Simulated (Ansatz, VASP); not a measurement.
Hf: VASP beside Ansatz

```
CELL_PARAMETERS angstrom
0.00000 2.22000 2.04240
2.22000 0.00000 2.04240
2.22000 2.22000 0.00000
ATOMIC_POSITIONS crystal
Hf 0.00000 0.00000 0.00000
```

Change from the starting cell: strain +0.000 along x and y, -0.080 along z, atoms carried along.

Alike in both runs: task single point; functional r2SCAN; k mesh 18 × 18 × 18; occupations gaussian, width 0.15 eV; no spin polarisation.

|  | VASP | Ansatz |
| --- | --- | --- |
| version | VASP 6.6.1 | Ansatz 0.2.0 |
| potentials or method | VASP PAW PBE potentials, release 64 (Hf_pv), cutoff 520 eV | scalar-relativistic, plane waves, PAW |
| valence electrons in the cell | 10 | 26 |

```csv
,VASP,Ansatz,Ansatz less VASP
gap on the k mesh at the Fermi level (eV),none,none,-
pressure (GPa),12.7,13.1,+0.44
"traceless stress, the component that is largest in VASP (GPa)",2.67,2.64,-0.025
```

VASP's potentials were made for PBE, not for r2SCAN. A gap of «none» marks a metal or a gap that the smearing closes. VASP's potentials hold 10 valence electrons a cell and Ansatz's 26, so a difference there can come from the potentials and not from the codes.

Neither program's run includes spin-orbit coupling.
